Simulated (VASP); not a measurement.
# Mo3S (Pm-3m) in VASP: a series of runs

The runs below take Mo3S through single point, relaxation of cell and atoms, with PBE.

Program: VASP 6.6.1. These are calculated values, not measurements. Logs are shortened: lines on timing, memory, paths and dates and some standing lists are left out, and cuts for length are marked.

### 1 The cell of the first run

Symmetry: Pm-3m, No. 221, cubic system. The conventional cell has a = 3.919 Å, b = 3.919 Å, c = 3.919 Å, α = 90.00°, β = 90.00°, γ = 90.00°. Within 3.7 Å of Mo (site symmetry 4/mmm) lie 8 Mo at 2.77 Å and 4 S at 2.77 Å. S (site symmetry m-3m) has 12 Mo at 2.77 Å within 3.7 Å.

### 2 Single point, PBE

INCAR reads:

```
SYSTEM = Mo3S
PREC     = Accurate       ! precision mode
ENCUT    = 520            ! plane-wave cutoff, eV
EDIFF    = 1E-7           ! SCF threshold, eV
ISMEAR   = 0              ! smearing method
SIGMA    = 0.1            ! smearing width, eV
LREAL    = .False.        ! projectors in reciprocal space
LASPH    = .True.         ! aspherical terms in the spheres
NELM     = 80             ! most SCF steps
ALGO     = Normal         ! electronic algorithm
ISIF     = 2              ! what is computed and relaxed
LWAVE    = .False.        ! write WAVECAR
LCHARG   = .False.        ! write CHGCAR
GGA      = PE             ! functional
NBANDS   = 32             ! bands
```

KPOINTS reads:

```
Automatic mesh
0
Gamma
  12 12 12
  0 0 0
```

POSCAR reads:

```
Mo3S
1.0
    3.9187914729      0.0000000000      0.0000000000
    0.0000000000      3.9187914729      0.0000000000
    0.0000000000      0.0000000000      3.9187914729
Mo S
3 1
Direct
    0.0000000000      0.5000000000      0.5000000000
    0.5000000000      0.0000000000      0.5000000000
    0.5000000000      0.5000000000      0.0000000000
    0.0000000000      0.0000000000      0.0000000000
```

Potentials or basis: VASP PAW PBE potentials, release 64 (Mo_sv, S).

Command:

```
$ cat potpaw_PBE.64/Mo_sv/POTCAR potpaw_PBE.64/S/POTCAR > POTCAR
$ mpirun -np 1 vasp_std > vasp.out
```

OUTCAR:

```text
SYSTEM = Mo3S
   PREC = Accurate
   ENCUT = 520
   EDIFF = 1E-7
   ISMEAR = 0
   LREAL = .False.
   LASPH = .True.
   NELM = 80
   ISIF = 2
   GGA = PE

 ion  position               nearest neighbor table
   1  0.000  0.500  0.500-   2 2.77   3 2.77   4 2.77   3 2.77   4 2.77   2 2.77   4 2.77   4 2.77
                             2 2.77   3 2.77   3 2.77   2 2.77
   2  0.500  0.000  0.500-   1 2.77   3 2.77   4 2.77   3 2.77   4 2.77   1 2.77   3 2.77   3 2.77
                             1 2.77   4 2.77   4 2.77   1 2.77
   3  0.500  0.500  0.000-   1 2.77   2 2.77   4 2.77   1 2.77   2 2.77   2 2.77   4 2.77   2 2.77
                             1 2.77   4 2.77   1 2.77   4 2.77
   4  0.000  0.000  0.000-   1 2.77   2 2.77   3 2.77   1 2.77   2 2.77   1 2.77   3 2.77   1 2.77
                             2 2.77   3 2.77   2 2.77   3 2.77

  LATTYP: Found a simple cubic cell.
 ALAT       =     3.9187914729

  Lattice vectors:

 A1 = (   3.9187914729,   0.0000000000,   0.0000000000)
 A2 = (   0.0000000000,   3.9187914729,   0.0000000000)
 A3 = (   0.0000000000,   0.0000000000,   3.9187914729)

Analysis of symmetry for initial positions (statically):
=====================================================================
 Subroutine PRICEL returns:
 Original cell was already a primitive cell.

 Routine SETGRP: Setting up the symmetry group for a
 simple cubic supercell.

 Subroutine GETGRP returns: Found 48 space group operations
 (whereof 48 operations were pure point group operations)
 out of a pool of 48 trial point group operations.

The static configuration has the point symmetry O_h .

Analysis of symmetry for dynamics (positions and initial velocities):
=====================================================================
 Subroutine PRICEL returns:
 Original cell was already a primitive cell.

 Routine SETGRP: Setting up the symmetry group for a
 simple cubic supercell.

 Subroutine GETGRP returns: Found 48 space group operations
 (whereof 48 operations were pure point group operations)
 out of a pool of 48 trial point group operations.

The dynamic configuration has the point symmetry O_h .

 Subroutine INISYM returns: Found 48 space group operations
 (whereof 48 operations are pure point group operations),
 and found     1 'primitive' translations

----------------------------------------------------------------------------------------

                                     Primitive cell

  volume of cell :      60.1806

  direct lattice vectors                    reciprocal lattice vectors
     3.918791473  0.000000000  0.000000000     0.255180712  0.000000000  0.000000000
     0.000000000  3.918791473  0.000000000     0.000000000  0.255180712  0.000000000
     0.000000000  0.000000000  3.918791473     0.000000000  0.000000000  0.255180712

  length of vectors
     3.918791473  3.918791473  3.918791473     0.255180712  0.255180712  0.255180712

  position of ions in fractional coordinates (direct lattice)
     0.000000000  0.500000000  0.500000000
     0.500000000  0.000000000  0.500000000
     0.500000000  0.500000000  0.000000000
     0.000000000  0.000000000  0.000000000

  ion indices of the primitive-cell ions
   primitive index   ion index
                 1           1
                 2           2
                 3           3
                 4           4

----------------------------------------------------------------------------------------

 KPOINTS: Automatic mesh

Automatic generation of k-mesh.
 Grid dimensions read from file:
 generate k-points for:   12   12   12

 Generating k-lattice:

  Cartesian coordinates                     Fractional coordinates (reciprocal lattice)
     0.021265059  0.000000000  0.000000000     0.083333333  0.000000000  0.000000000
     0.000000000  0.021265059  0.000000000     0.000000000  0.083333333  0.000000000
     0.000000000  0.000000000  0.021265059     0.000000000  0.000000000  0.083333333

  Length of vectors
     0.021265059  0.021265059  0.021265059

  Shift w.r.t. Gamma in fractional coordinates (k-lattice)
     0.000000000  0.000000000  0.000000000

 Subroutine IBZKPT returns following result:
 ===========================================

 Found     84 irreducible k-points:

 Following reciprocal coordinates:
            Coordinates               Weight
  0.000000  0.000000  0.000000      1.000000
  0.083333  0.000000  0.000000      6.000000
  0.166667  0.000000  0.000000      6.000000
  0.250000  0.000000  0.000000      6.000000
  0.333333  0.000000  0.000000      6.000000
  0.416667  0.000000  0.000000      6.000000
[... 16 lines left out ...]
  0.333333  0.333333  0.000000     12.000000
  0.416667  0.333333  0.000000     24.000000
 [... further k-points ...]
   k-points           NKPTS =     84   k-points in BZ     NKDIM =     84   number of bands    NBANDS=     32
   number of dos      NEDOS =    301   number of ions     NIONS =      4
   total plane-waves  NPLWV =  27000
   dimension x,y,z NGX =    30 NGY =   30 NGZ =   30
   dimension x,y,z NGXF=    60 NGYF=   60 NGZF=   60
   ions per type =               3   1
   NGX,Y,Z   is equivalent  to a cutoff of  12.73, 12.73, 12.73 a.u.
   NGXF,Y,Z  is equivalent  to a cutoff of  25.45, 25.45, 25.45 a.u.
 SYSTEM =  Mo3S
   PREC   = accura    normal or accurate (medium, high low for compatibility)
   ISTART =      0    job   : 0-new  1-cont  2-samecut
   ICHARG =      2    charge: 1-file 2-atom 10-const
   ISPIN  =      1    spin polarized calculation?
   LNONCOLLINEAR =      F non collinear calculations
   LSORBIT =      F    spin-orbit coupling
   LASPH  =      T    aspherical Exc in radial PAW
   ENCUT  =  520.0 eV  38.22 Ry    6.18 a.u.   7.29  7.29  7.29*2*pi/ulx,y,z
   NELM   =     80;   NELMIN=  2; NELMDL= -5     # of ELM steps
   EDIFF  = 0.1E-06   stopping-criterion for ELM
   LREAL  =      F    real-space projection
   EDIFFG = 0.1E-05   stopping-criterion for IOM
   NSW    =      0    number of steps for IOM
   IBRION =     -1    ionic relax: 0-MD 1-quasi-New 2-CG
   NFREE  =      0    steps in history (QN), initial steepest desc. (CG)
   ISIF   =      2    stress and relaxation
   ISYM   =      2    0-nonsym 1-usesym 2-fastsym
   POTIM  = 0.5000    time-step for ionic-motion
   TEBEG  =    0.0;   TEEND  =   0.0 temperature during run
   PSTRESS=    0.0 pullay stress
   NELECT =      48.0000    total number of electrons
   NUPDOWN=      -1.0000    fix difference up-down
   EMIN   =  10.00;   EMAX   =-10.00  energy-range for DOS
   EFERMI =   0.00;   METHOD = LEGACY
   ISMEAR =     0;   SIGMA  =   0.10  broadening in eV -4-tet -1-fermi 0-gaus
   EFERMI_NEDOS =   21; number of points for ismear=-14 and -15
   IALGO  =     38    algorithm
   IMIX   =      4    mixing-type and parameters
     AMIX     =   0.40;   BMIX     =  1.00
     AMIX_MAG =   1.60;   BMIX_MAG =  1.00
  volume/ion in A,a.u.               =      15.05       101.53
  Fermi-wavevector in a.u.,A,eV,Ry     =   1.518226  2.869031 31.361567  2.305010
  Thomas-Fermi vector in A             =   2.627375
   LORBIT       =      0    0 simple, 1 ext, 2 COOP (PROOUT), +10 PAW based schemes
   GGA     = PE    functional components
   LHFCALC =     F    Hartree Fock is set to
   AEXX    =    0.0000 exact exchange contribution
   IVDW    =     0    specifies the selected vdW correction
   LEPSILON=     F    determine dielectric tensor
   LRPA    =     F    only Hartree local field effects (RPA)
 non-spin polarized calculation
 Gauss-broadening in eV      SIGMA  =   0.10
  energy-cutoff  :      520.00
  volume of cell :       60.18
 maximum number of plane-waves:      1647
 NGX is ok and might be reduce to    30
   NGX = 15   NGY = 15   NGZ = 15

 number of electron      47.9999998 magnetization

 Free energy of the ion-electron system (eV)
  ---------------------------------------------------
  ext. energy  EPLUGINS =         0.00000000
  ---------------------------------------------------
  free energy    TOTEN  =       -34.57555405 eV

  energy without entropy =      -34.54859013  energy(sigma->0) =      -34.56207209

 E-fermi :  12.7916     XC(G=0): -13.0366

 val. band max:       12.7911377293   @ k =   0.1667   0.1667   0.0000
 cond. band min:      12.7934003346   @ k =   0.4167   0.4167   0.1667
 fundamental gap:      0.0022626054
 Fermi energy:        12.7915773515

 k-point     1 :       0.0000    0.0000    0.0000
  band No.  band energies     occupation
      1     -48.5876      2.00000
      2     -48.2987      2.00000
      3     -48.2987      2.00000
      4     -23.1006      2.00000
      5     -23.1006      2.00000
      6     -23.1006      2.00000
[... 24 lines left out ...]
     31      17.0554      0.00000
     32      17.0554      0.00000

 k-point     2 :       0.0833    0.0000    0.0000
  band No.  band energies     occupation
      1     -48.5833      2.00000
      2     -48.3031      2.00000
      3     -48.2986      2.00000
      4     -23.0904      2.00000
      5     -23.0904      2.00000
      6     -23.0857      2.00000
[... 24 lines left out ...]
     31      16.6524      0.00000
     32      17.0559      0.00000

 k-point     3 :       0.1667    0.0000    0.0000
  band No.  band energies     occupation
      1     -48.5706      2.00000
      2     -48.3159      2.00000
      3     -48.2985      2.00000
      4     -23.0611      2.00000
      5     -23.0611      2.00000
      6     -23.0415      2.00000
[... 24 lines left out ...]
     31      15.7931      0.00000
     32      17.0571      0.00000

 k-point     4 :       0.2500    0.0000    0.0000
  band No.  band energies     occupation
      1     -48.5510      2.00000
      2     -48.3357      2.00000
      3     -48.2982      2.00000
      4     -23.0165      2.00000
      5     -23.0165      2.00000
      6     -22.9705      2.00000
[... 654 lines left out ...]
     31      15.2561      0.00000
     32      15.3594      0.00000

 k-point    23 :       0.3333    0.3333    0.0000
  band No.  band energies     occupation
      1     -48.4761      2.00000
      2     -48.3705      2.00000
      3     -48.3371      2.00000
      4     -23.0472      2.00000
      5     -22.8417      2.00000
      6     -22.8099      2.00000
[... 24 lines left out ...]
     31      15.2537      0.00000
     32      15.7185      0.00000

 k-point    24 :       0.4167    0.3333    0.0000
  band No.  band energies     occupation
      1     -48.4548      2.00000
      2     -48.3845      2.00000
      3     -48.3442      2.00000
      4     -23.0289      2.00000
      5     -22.9114      2.00000
      6     -22.7501      2.00000
[... 24 lines left out ...]
     31      15.1483      0.00000
     32      15.6164      0.00000

 [... further k-points ...]

------------------------ aborting loop because EDIFF is reached ----------------------------------------

  FORCE on cell =-STRESS in cart. coord.  units (eV):
  Direction    XX          YY          ZZ          XY          YZ          ZX
  --------------------------------------------------------------------------------------
  -------------------------------------------------------------------------------------
  Total        0.1552576      0.1552576      0.1552576      0.0000000      0.0000000     -0.0000000
  in kB        4.1333970      4.1333970      4.1333970      0.0000000      0.0000000     -0.0000000
  external PRESSURE =       4.1333970 kB  Pullay stress =       0.0000000 kB

 VOLUME and BASIS-vectors are now :
 -----------------------------------------------------------------------------
  energy-cutoff  :      520.00
  volume of cell :       60.18
      direct lattice vectors                 reciprocal lattice vectors
     3.918791473  0.000000000  0.000000000     0.255180712  0.000000000  0.000000000
     0.000000000  3.918791473  0.000000000     0.000000000  0.255180712  0.000000000
     0.000000000  0.000000000  3.918791473     0.000000000  0.000000000  0.255180712

 POSITION                                       TOTAL-FORCE (eV/Angst)
 -----------------------------------------------------------------------------------
      0.00000      1.95940      1.95940         0.000000      0.000000      0.000000
      1.95940      0.00000      1.95940         0.000000      0.000000      0.000000
      1.95940      1.95940      0.00000         0.000000      0.000000      0.000000
      0.00000      0.00000      0.00000         0.000000      0.000000      0.000000
 -----------------------------------------------------------------------------------
    total drift:                                0.000000      0.000000     -0.000000

  FREE ENERGIE OF THE ION-ELECTRON SYSTEM (eV)
  ---------------------------------------------------
  free  energy   TOTEN  =       -34.5755540544 eV

  energy  without entropy=      -34.5485901291  energy(sigma->0) =      -34.56207209
```

It took 78 s on 1 thread of AMD EPYC 9R45 (Zen 5), shared host; peak memory 0.23 GiB.

Results:

| Quantity | Value |
| --- | --- |
| Free energy | -34.5756 eV |
| Pressure | 0.4 GPa |
| Band gap on the k mesh | zero (bands 24 and 25 overlap by 0.74 eV) |

### 3 Relaxation of cell and atoms, PBE

This run uses another cell than the first one, of 14.98 Å³/atom.

INCAR reads:

```
SYSTEM = Mo3S
PREC = Accurate
ENCUT = 600
EDIFF = 1E-6
ISMEAR = 0
SIGMA = 0.1
LREAL = .FALSE.
LASPH = .TRUE.
NELM = 60
ALGO = Normal
ISIF = 3
LWAVE = .FALSE.
LCHARG = .FALSE.
GGA = PE
IBRION = 2
NSW = 100
EDIFFG = -0.01
```

KPOINTS reads:

```
Automatic mesh
0
G
  12 12 12
  0 0 0
```

POSCAR reads:

```
Mo3S
1.0
    3.9132685004      0.0000000000      0.0000000000
    0.0000000000      3.9132685004      0.0000000000
    0.0000000000      0.0000000000      3.9132685004
Mo S
3 1
Direct
    0.0000000000      0.5000000000      0.5000000000
    0.5000000000      0.0000000000      0.5000000000
    0.5000000000      0.5000000000      0.0000000000
    0.0000000000      0.0000000000      0.0000000000
```

Potentials or basis: VASP PAW PBE potentials, release 64 (Mo_sv, S).

Command:

```
$ cat potpaw_PBE.64/Mo_sv/POTCAR potpaw_PBE.64/S/POTCAR > POTCAR
$ mpirun -np 1 vasp_std > vasp.out
```

Wall time 2.7 min (1 thread of AMD EPYC 9R45 (Zen 5), shared host); peak memory 0.25 GiB.

Results (log left out):

| Property | Result |
| --- | --- |
| Free energy | -34.5762 eV |
| Relaxed volume | 15.07 Å³/atom |
| Relaxed cell | a = 3.921 Å, b = 3.921 Å, c = 3.921 Å, α = 90.00°, β = 90.00°, γ = 90.00° |
| Space group after relaxing (to 0.1 Å) | Pm-3m (No. 221) |
| Energy gained by relaxing | 0.3 meV/atom |
| Ionic steps | 3 |
| Pressure after relaxing | 0.0 GPa |
| Band gap on the k mesh | zero (bands 24 and 25 overlap by 0.73 eV) |

Step by step:
| step | energy change (eV) | largest force (eV/Å) | pressure (GPa) | volume (Å³) |
| --- | --- | --- | --- | --- |
| 1 | 0.0000 | 0.0000 | 1.15 | 59.93 |
| 2 | 0.0019 | 0.0000 | -1.76 | 60.86 |
| 3 | -0.0013 | 0.0000 | 0.00 | 60.29 |

Final structure:
```yaml
crystal:
  lattice:
    - [3.92116, 0.00000, 0.00000]
    - [0.00000, 3.92116, 0.00000]
    - [0.00000, 0.00000, 3.92116]
  atoms:
    - { symbol: Mo, position: [0.00000, 0.50000, 0.50000] }
    - { symbol: Mo, position: [0.50000, 0.00000, 0.50000] }
    - { symbol: Mo, position: [0.50000, 0.50000, 0.00000] }
    - { symbol: S, position: [0.00000, 0.00000, 0.00000] }
```

Levels at points of the mesh, in eV from the Fermi level:
| k point | band 22 | band 23 | band 24 | band 25 | band 26 | band 27 |
| --- | --- | --- | --- | --- | --- | --- |
| (0.00, 0.00, 0.00) | -4.50 | -0.93 | -0.14 | -0.14 | -0.14 | 2.16 |
| (0.50, 0.00, 0.00) | -1.52 | -1.49 | -0.53 | -0.36 | -0.36 | 0.59 |
| (0.50, 0.50, 0.00) | -1.48 | -0.34 | -0.28 | -0.28 | -0.19 | -0.15 |
| (0.50, 0.50, 0.50) | -1.77 | -1.02 | -0.28 | -0.28 | -0.28 | 0.72 |
